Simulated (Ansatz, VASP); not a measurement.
# Two plane-wave programs on Hf

Contents of INCAR:

```
PREC = Accurate ; ENCUT = 520
EDIFF = 1E-6 ; ISMEAR = 0
SIGMA = 0.15 ; LREAL = False
LASPH = True ; NELM = 100
ALGO = Fast ; ISIF = 2
LWAVE = False ; LCHARG = True
LELF = True ; LVHAR = True
NBANDS = 11
```

KPOINTS

```
regular mesh
0
Gamma
  18 18 18
```

POSCAR

```
Hf
1.0
    0.0000000000      2.2200000000      2.2200000000
    2.1090000000      0.0000000000      2.2200000000
    2.1090000000      2.2200000000      0.0000000000
Hf
1
Direct
    0.0000000000      0.0000000000      0.0000000000
```

Input for Ansatz:

```yaml
crystal:
  lattice:
    - [0.0, 2.22, 2.22]
    - [2.109, 0.0, 2.22]
    - [2.109, 2.22, 0.0]
  atoms:
    - { symbol: Hf, position: [0.0, 0.0, 0.0] }
basis:
  ecutwfc: 420
kpoints:
  mp_grid: { grid: [18, 18, 18] }
hamiltonian:
  xc: lda
scf:
  occupations: { method: gaussian, width: 0.15 }
output:
  forces: true
  stress: true
  eigenvalues: true
```

Change from the starting cell: strain -0.0500 x Voigt [1, 0, 0, 0, 0, 0], atoms carried along.

Alike in both runs: task single point; functional LDA; k mesh 18 × 18 × 18; occupations gaussian, width 0.15 eV; no spin polarisation.

```csv
,VASP,Ansatz
version,VASP 6.6.1,Ansatz 0.2.0
potentials or method,"VASP PAW LDA potentials, release 64 (Hf_pv), cutoff 520 eV","scalar-relativistic, plane waves, PAW"
valence electrons in the cell,10,26
```

Ansatz gave:

* gap on the k mesh at the Fermi level (eV): none
* pressure (GPa): -0.3
* traceless stress, the component that is largest in VASP (GPa): 1.70

Task: What did VASP give for the same quantities?

Result: gap on the k mesh at the Fermi level (eV): none; pressure (GPa): -0.3; traceless stress, the component that is largest in VASP (GPa): 1.71.

LDA's correlation is that of Perdew and Zunger in VASP and of Perdew and Wang (1992) in Ansatz. A gap of «none» marks a metal or a gap that the smearing closes. VASP's potentials hold 10 valence electrons a cell and Ansatz's 26, so a difference there can come from the potentials and not from the codes.

Spin-orbit coupling is off throughout.
